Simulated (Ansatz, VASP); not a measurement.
# CdSe in VASP and in Ansatz

File INCAR:

```
SYSTEM = CdSe
ALGO = Normal ; EDIFF = 1E-8
ENCUT = 520 ; GGA = PE
ISIF = 2 ; ISMEAR = -1
LASPH = .TRUE. ; LCHARG = .FALSE.
LEFG = .TRUE. ; LREAL = .FALSE.
LWAVE = .FALSE. ; NBANDS = 16
NELM = 80 ; PREC = Accurate
SIGMA = 0.03
```

Contents of KPOINTS:

```
k-points
0
G
  8 8 8
  0 0 0
```

Contents of POSCAR:

```
CdSe
1.0
    0.0000000000      3.0906047130      3.0906047130
    3.0906047130      0.0000000000      3.0906047130
    3.0906047130      3.0906047130      0.0000000000
Cd Se
1 1
Direct
    0.0000000000      0.0000000000      0.0000000000
    0.2500000000      0.2500000000      0.2500000000
```

Input for Ansatz:

```yaml
crystal:
  lattice:
    - [0.0, 3.090604713, 3.090604713]
    - [3.090604713, 0.0, 3.090604713]
    - [3.090604713, 3.090604713, 0.0]
  atoms:
    - { symbol: Cd, position: [0.0, 0.0, 0.0] }
    - { symbol: Se, position: [0.25, 0.25, 0.25] }
kpoints:
  mp_grid: { grid: [8, 8, 8] }
scf:
  occupations: { method: fermi_dirac, width: 0.03 }
hamiltonian:
  xc: pbe
  pseudopotentials: { kind: all_electron, datasets: crystal }
output:
  forces: true
  stress: true
  eigenvalues: true
  efg: { contact_densities: true }
```

Change from the starting cell: volume scaled by 1.02, crystal datasets.

Alike in both runs: task electric field gradients; functional PBE; k mesh 8 × 8 × 8; occupations fermi-dirac, width 0.03 eV; no spin polarisation.

|  | VASP | Ansatz |
| --- | --- | --- |
| version | VASP 6.6.1 | Ansatz 0.2.0 |
| potentials or method | VASP PAW PBE potentials, release 64 (Cd, Se), cutoff 520 eV | all-electron PAW with datasets made for the crystal, scalar-relativistic |

```csv
,VASP,Ansatz,Ansatz less VASP
pressure (GPa),0.6,0.3,-0.25
```

Ansatz ran all-electron here, and VASP with PAW potentials.
